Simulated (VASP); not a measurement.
# Ag (Fm-3m) in VASP: settings compared, part 3 of 3

VASP 6.6.1. The steps go on from the part before.

### Step 4. Single point, revPBE+D3(BJ), non-collinear spin, zero start, spin-orbit coupling (volume scaled by 0.96)

Contents of INCAR:

```
SYSTEM = Ag
PREC = Accurate
ENCUT = 520
EDIFF = 1E-6
ISMEAR = -1
SIGMA = 0.01
LREAL = .FALSE.
LASPH = .TRUE.
NELM = 150
ALGO = Normal
ISIF = 2
LWAVE = .FALSE.
LCHARG = .TRUE.
LNONCOLLINEAR = .TRUE.
MAGMOM = 0 0 0
LORBIT = 11
LSORBIT = .TRUE.
GGA_COMPAT = .FALSE.
LORBMOM = .TRUE.
LMAXMIX = 4
GGA = RE
IVDW = 12
LVHAR = .TRUE.
NBANDS = 22
```

Contents of KPOINTS:

```
Automatic mesh
0
G
  8 8 8
  0 0 0
```

Contents of POSCAR:

```
Ag
1.0
    0.0000000000      2.0151418859      2.0151418859
    2.0151418859      0.0000000000      2.0151418859
    2.0151418859      2.0151418859      0.0000000000
Ag
1
Direct
    0.0000000000      0.0000000000      0.0000000000
```

Potentials or basis: VASP PAW PBE potentials, release 64 (Ag).

Launch:

```bash
$ cat potpaw_PBE.64/Ag/POTCAR > POTCAR
$ mpirun -np 1 vasp_ncl > vasp.out
```

OUTCAR:

```text
SYSTEM = Ag
   PREC = Accurate
   ENCUT = 520
   EDIFF = 1E-6
   ISMEAR = -1
   LREAL = .FALSE.
   LASPH = .TRUE.
   NELM = 150
   ISIF = 2
   LNONCOLLINEAR = .TRUE.
   LORBIT = 11
   LSORBIT = .TRUE.
   GGA = RE
   IVDW = 12
 IVDW          = 12

 ion  position               nearest neighbor table
   1  0.000  0.000  0.000-

  LATTYP: Found a face centered cubic cell.
 ALAT       =     4.0302837718

  Lattice vectors:

 A1 = (   0.0000000000,   2.0151418859,   2.0151418859)
 A2 = (   2.0151418859,   0.0000000000,   2.0151418859)
 A3 = (   2.0151418859,   2.0151418859,   0.0000000000)

Analysis of symmetry for initial positions (statically):
=====================================================================
 Subroutine PRICEL returns:
 Original cell was already a primitive cell.

 Routine SETGRP: Setting up the symmetry group for a
 face centered cubic supercell.

 Subroutine GETGRP returns: Found 48 space group operations
 (whereof 48 operations were pure point group operations)
 out of a pool of 48 trial point group operations.

The static configuration has the point symmetry O_h .

Analysis of symmetry for dynamics (positions and initial velocities):
=====================================================================
 Subroutine PRICEL returns:
 Original cell was already a primitive cell.

 Routine SETGRP: Setting up the symmetry group for a
 face centered cubic supercell.

 Subroutine GETGRP returns: Found 48 space group operations
 (whereof 48 operations were pure point group operations)
 out of a pool of 48 trial point group operations.

The dynamic configuration has the point symmetry O_h .

Analysis of structural, dynamic, and magnetic symmetry:
=====================================================================
 Subroutine PRICEL returns:
 Original cell was already a primitive cell.

 Routine SETGRP: Setting up the symmetry group for a
 face centered cubic supercell.

 Subroutine GETGRP returns: Found 48 space group operations
 (whereof 48 operations were pure point group operations)
 out of a pool of 48 trial point group operations.

The overall configuration has the point symmetry O_h .

 Subroutine INISYM returns: Found 48 space group operations
 (whereof 48 operations are pure point group operations),
 and found     1 'primitive' translations

----------------------------------------------------------------------------------------

                                     Primitive cell

  volume of cell :      16.3662

  direct lattice vectors                    reciprocal lattice vectors
     0.000000000  2.015141886  2.015141886    -0.248121486  0.248121486  0.248121486
     2.015141886  0.000000000  2.015141886     0.248121486 -0.248121486  0.248121486
     2.015141886  2.015141886  0.000000000     0.248121486  0.248121486 -0.248121486

  length of vectors
     2.849840985  2.849840985  2.849840985     0.429759021  0.429759021  0.429759021

  position of ions in fractional coordinates (direct lattice)
     0.000000000  0.000000000  0.000000000

  ion indices of the primitive-cell ions
   primitive index   ion index
                 1           1

[... 96 lines left out ...]
   GGA     = RE    functional components
   LHFCALC =     F    Hartree Fock is set to
   AEXX    =    0.0000 exact exchange contribution
   IVDW    =    12    specifies the selected vdW correction
   LEPSILON=     F    determine dielectric tensor
   LRPA    =     F    only Hartree local field effects (RPA)
  energy-cutoff  :      520.00
  volume of cell :       16.37
 maximum number of plane-waves:       918
 NGX is ok and might be reduce to    24
   NGX = 11   NGY = 11   NGZ = 11

 number of electron      11.0000002 magnetization       0.0000000      0.0000000      0.0000000

 number of electron      11.0000002 magnetization      -0.0000000      0.0000000      0.0000000

 number of electron      11.0000002 magnetization       0.0000000     -0.0000000     -0.0000000

 Free energy of the ion-electron system (eV)
  ---------------------------------------------------
  ext. energy  EPLUGINS =         0.00000000
  ---------------------------------------------------
  free energy    TOTEN  =        -2.21667974 eV

  energy without entropy =       -2.21590084  energy(sigma->0) =       -2.21629029

 E-fermi :   8.9013     XC(G=0): -12.3638

 val. band max:        8.8835794692   @ k =   0.5000   0.2500   0.1250
 cond. band min:       9.3748672398   @ k =   0.5000   0.3750   0.1250
 fundamental gap:      0.4912877706
 Fermi energy:         8.9012560735

 k-point     1 :       0.0000    0.0000    0.0000
  band No.  band energies     occupation
      1       1.0617      1.00000
      2       1.0617      1.00000
      3       3.9700      1.00000
      4       3.9700      1.00000
      5       3.9700      1.00000
      6       3.9700      1.00000
[... 589 lines left out ...]
     21      32.8892      0.00000
     22      32.8892      0.00000

 [... further k-points ...]

------------------------ aborting loop because EDIFF is reached ----------------------------------------

 Edisp (eV)   -1.17521

 E8    (eV) :    -0.8241

  FORCE on cell =-STRESS in cart. coord.  units (eV):
  Direction    XX          YY          ZZ          XY          YZ          ZX
  --------------------------------------------------------------------------------------
  -------------------------------------------------------------------------------------
  Total       0.16235     0.16235     0.16235    -0.00000     0.00000     0.00000
  in kB      15.89342    15.89342    15.89342    -0.00000     0.00000     0.00000
  external pressure =       15.89 kB  Pullay stress =        0.00 kB

 VOLUME and BASIS-vectors are now :
 -----------------------------------------------------------------------------
  energy-cutoff  :      520.00
  volume of cell :       16.37
      direct lattice vectors                 reciprocal lattice vectors
     0.000000000  2.015141886  2.015141886    -0.248121486  0.248121486  0.248121486
     2.015141886  0.000000000  2.015141886     0.248121486 -0.248121486  0.248121486
     2.015141886  2.015141886  0.000000000     0.248121486  0.248121486 -0.248121486

 POSITION                                       TOTAL-FORCE (eV/Angst)
 -----------------------------------------------------------------------------------
      0.00000      0.00000      0.00000         0.000000      0.000000      0.000000
 -----------------------------------------------------------------------------------
    total drift:                               -0.000000      0.000000     -0.000000

  FREE ENERGIE OF THE ION-ELECTRON SYSTEM (eV)
  ---------------------------------------------------
  free  energy   TOTEN  =        -3.3918944634 eV

  energy  without entropy=       -3.3911155641  energy(sigma->0) =       -3.39150501

 orbital moment (x)

 # of ion     p       d       tot
 ----------------------------------------
  1         0.000  -0.000  -0.000
 ----------------------------------------
            0.000  -0.000  -0.000

 orbital moment (y)

 # of ion     p       d       tot
 ----------------------------------------
  1        -0.000   0.000   0.000
 ----------------------------------------
           -0.000   0.000   0.000

 orbital moment (z)

 # of ion     p       d       tot
 ----------------------------------------
  1         0.000   0.000   0.000
 ----------------------------------------
            0.000   0.000   0.000

 Spin-Orbit-Coupling matrix elements

 Ion:    1  E_soc:     -0.0549213
 l=   1
     0.0000000    -0.0021057    -0.0021057
    -0.0021057     0.0000000    -0.0021057
    -0.0021057    -0.0021057     0.0000000
 l=   2
     0.0000000    -0.0014922     0.0000000    -0.0014922    -0.0055557
    -0.0014922     0.0000000    -0.0041668    -0.0014922    -0.0013889
     0.0000000    -0.0041668     0.0000000    -0.0041668     0.0000000
    -0.0014922    -0.0014922    -0.0041668     0.0000000    -0.0013889
    -0.0055557    -0.0013889     0.0000000    -0.0013889     0.0000000
 l=   3
     0.0000000     0.0000000     0.0000000     0.0000000     0.0000000     0.0000000     0.0000000
     0.0000000     0.0000000     0.0000000     0.0000000     0.0000000     0.0000000     0.0000000
     0.0000000     0.0000000     0.0000000     0.0000000     0.0000000     0.0000000     0.0000000
     0.0000000     0.0000000     0.0000000     0.0000000     0.0000000     0.0000000     0.0000000
     0.0000000     0.0000000     0.0000000     0.0000000     0.0000000     0.0000000     0.0000000
     0.0000000     0.0000000     0.0000000     0.0000000     0.0000000     0.0000000     0.0000000
     0.0000000     0.0000000     0.0000000     0.0000000     0.0000000     0.0000000     0.0000000

 total charge

# of ion       s       p       d       tot
------------------------------------------
    1        0.439   0.324   9.166   9.929

 magnetization (x)

# of ion       s       p       d       tot
------------------------------------------
    1       -0.000  -0.000   0.000  -0.000

 magnetization (y)

# of ion       s       p       d       tot
------------------------------------------
    1       -0.000  -0.000   0.000  -0.000

 magnetization (z)

# of ion       s       p       d       tot
------------------------------------------
    1        0.000   0.000   0.000   0.000
```

stdout:

```text
POSCAR found type information on POSCAR Ag
 POSCAR found :  1 types and       1 ions
 scaLAPACK will be used
 -----------------------------------------------------------------------------
|                                                                             |
|                                                                             |
|     You enforced a specific xc type in the INCAR file but a different       |
|     I HOPE YOU KNOW WHAT YOU ARE DOING!                                     |
|                                                                             |
 -----------------------------------------------------------------------------

 LDA part: xc-table for (Slater+PW92), standard interpolation
 POSCAR, INCAR and KPOINTS ok, starting setup
 FFT: planning ... GRIDC
 FFT: planning ... GRID_SOFT
 FFT: planning ... GRID
 WAVECAR not read
 entering main loop
```

Wall time 26 s (1 thread of Intel Xeon Platinum 8375C at 2.90GHz (Ice Lake), shared host); peak memory 0.2 GiB.

Results:

| Property | Result |
| --- | --- |
| Free energy | -3.3919 eV |
| Pressure | 1.6 GPa |
| Net moment | 0.00 μB per cell |
| Valence electrons inside the program's atomic spheres | Ag 9.93 |
| Dispersion energy per atom | -1.175 eV |

Moments on the atoms (μB; x, y, z):
```
Ag  0.00 0.00 0.00
```

Caveat: the PAW data sets were made with another functional, which shifts forces and pressure a little.

### Step 5. Single point, revPBE+D3(BJ), non-collinear spin, zero start, spin-orbit coupling (volume scaled by 0.98)

Contents of INCAR:

```
ALGO = Fast
EDIFF = 1E-7
ENCUT = 520
GGA = RE
GGA_COMPAT = False
ISIF = 2
ISMEAR = -1
IVDW = 12
LASPH = True
LCHARG = False
LMAXMIX = 4
LORBIT = 11
LORBMOM = True
LREAL = False
LSORBIT = True
LWAVE = False
MAGMOM = 0 0 0
NBANDS = 22
NELM = 150
PREC = Accurate
SIGMA = 0.01
```

Contents of KPOINTS:

```
k-points
0
Gamma
  8 8 8
```

Contents of POSCAR:

```
Ag
1.0
    0.0000000000      2.0290398554      2.0290398554
    2.0290398554      0.0000000000      2.0290398554
    2.0290398554      2.0290398554      0.0000000000
Ag
1
Direct
    0.0000000000      0.0000000000      0.0000000000
```

Potentials or basis: VASP PAW PBE potentials, release 64 (Ag).

Launch:

```bash
$ cat potpaw_PBE.64/Ag/POTCAR > POTCAR
$ mpirun -np 1 vasp_ncl > vasp.out
```

OUTCAR:

```text
EDIFF = 1E-7
   ENCUT = 520
   GGA = RE
   ISIF = 2
   ISMEAR = -1
   IVDW = 12
   LASPH = True
   LORBIT = 11
   LREAL = False
   LSORBIT = True
   NELM = 150
   PREC = Accurate
 IVDW          = 12

 ion  position               nearest neighbor table
   1  0.000  0.000  0.000-

  LATTYP: Found a face centered cubic cell.
 ALAT       =     4.0580797108

  Lattice vectors:

 A1 = (   0.0000000000,   2.0290398554,   2.0290398554)
 A2 = (   2.0290398554,   0.0000000000,   2.0290398554)
 A3 = (   2.0290398554,   2.0290398554,   0.0000000000)

Analysis of symmetry for initial positions (statically):
=====================================================================
[... 854 lines left out ...]
  1        -0.000   0.000  -0.000
 ----------------------------------------
           -0.000   0.000  -0.000

 Spin-Orbit-Coupling matrix elements

 Ion:    1  E_soc:     -0.0544050
 l=   1
     0.0000000    -0.0020306    -0.0020306
    -0.0020306     0.0000000    -0.0020306
    -0.0020306    -0.0020306     0.0000000
 l=   2
     0.0000000    -0.0014893     0.0000000    -0.0014893    -0.0055476
    -0.0014893     0.0000000    -0.0041607    -0.0014893    -0.0013869
     0.0000000    -0.0041607     0.0000000    -0.0041607     0.0000000
    -0.0014893    -0.0014893    -0.0041607     0.0000000    -0.0013869
    -0.0055476    -0.0013869     0.0000000    -0.0013869     0.0000000
 l=   3
     0.0000000     0.0000000     0.0000000     0.0000000     0.0000000     0.0000000     0.0000000
     0.0000000     0.0000000     0.0000000     0.0000000     0.0000000     0.0000000     0.0000000
     0.0000000     0.0000000     0.0000000     0.0000000     0.0000000     0.0000000     0.0000000
     0.0000000     0.0000000     0.0000000     0.0000000     0.0000000     0.0000000     0.0000000
     0.0000000     0.0000000     0.0000000     0.0000000     0.0000000     0.0000000     0.0000000
     0.0000000     0.0000000     0.0000000     0.0000000     0.0000000     0.0000000     0.0000000
     0.0000000     0.0000000     0.0000000     0.0000000     0.0000000     0.0000000     0.0000000

 total charge

# of ion       s       p       d       tot
------------------------------------------
    1        0.432   0.310   9.164   9.906

 magnetization (x)

# of ion       s       p       d       tot
------------------------------------------
    1       -0.000   0.000  -0.000  -0.000

 magnetization (y)

# of ion       s       p       d       tot
------------------------------------------
    1       -0.000   0.000  -0.000  -0.000

 magnetization (z)

# of ion       s       p       d       tot
------------------------------------------
    1       -0.000  -0.000  -0.000  -0.000
```

stdout:

```text
POSCAR found type information on POSCAR Ag
 POSCAR found :  1 types and       1 ions
 scaLAPACK will be used
 -----------------------------------------------------------------------------
|                                                                             |
|                                                                             |
|     You enforced a specific xc type in the INCAR file but a different       |
|     I HOPE YOU KNOW WHAT YOU ARE DOING!                                     |
|                                                                             |
 -----------------------------------------------------------------------------

 LDA part: xc-table for (Slater+PW92), standard interpolation
 POSCAR, INCAR and KPOINTS ok, starting setup
 FFT: planning ... GRIDC
 FFT: planning ... GRID_SOFT
 FFT: planning ... GRID
 WAVECAR not read
 entering main loop
```

It took 32 s on 1 thread of Intel Xeon Platinum 8375C at 2.90GHz (Ice Lake), shared host; peak memory 0.2 GiB.

What came out:

| Item | Value |
| --- | --- |
| Free energy | -3.3928 eV |
| Pressure | -0.8 GPa |
| Net moment | 0.00 μB per cell |
| Valence electrons inside the program's atomic spheres | Ag 9.91 |
| Dispersion energy per atom | -1.150 eV |

Moments on the atoms (μB; x, y, z):
```
Ag  0.00 0.00 0.00
```

Caveat: the PAW data sets were made with another functional, which shifts forces and pressure a little.

### Step 6. The runs side by side

| task | level | spin | cell | k mesh | cutoff (eV) | smearing | pressure (GPa) | moment (μB) |
| --- | --- | --- | --- | --- | --- | --- | --- | --- |
| relaxation of cell and atoms | PBEsol+D4 | off | relaxed from a = 2.889 Å, angles 60.0°, 1 atom | 11 × 11 × 11 | 600 | fermi-dirac 0.05 eV | 0.0 | - |
| single point | revPBE+D3(BJ) | non-collinear, zero start, SOC | a = 2.830 Å, angles 60.0°, 1 atom | 8 × 8 × 8 | 520 | fermi-dirac 0.01 eV | 4.4 | 0.00 |
| single point | revPBE+D3(BJ) | non-collinear, zero start, SOC | a = 2.850 Å, angles 60.0°, 1 atom | 8 × 8 × 8 | 520 | fermi-dirac 0.01 eV | 1.6 | 0.00 |
| single point | revPBE+D3(BJ) | non-collinear, zero start, SOC | a = 2.869 Å, angles 60.0°, 1 atom | 8 × 8 × 8 | 520 | fermi-dirac 0.01 eV | -0.8 | 0.00 |

Alike in all rows: potentials or basis VASP PAW PBE potentials, release 64 (Ag).

Caveats: the PAW data sets were made with another functional, which shifts forces and pressure a little; pairwise dispersion overbinds metals, which lowers pressure and volume (some runs).

Absolute energies hang on the potentials; compare differences alone.
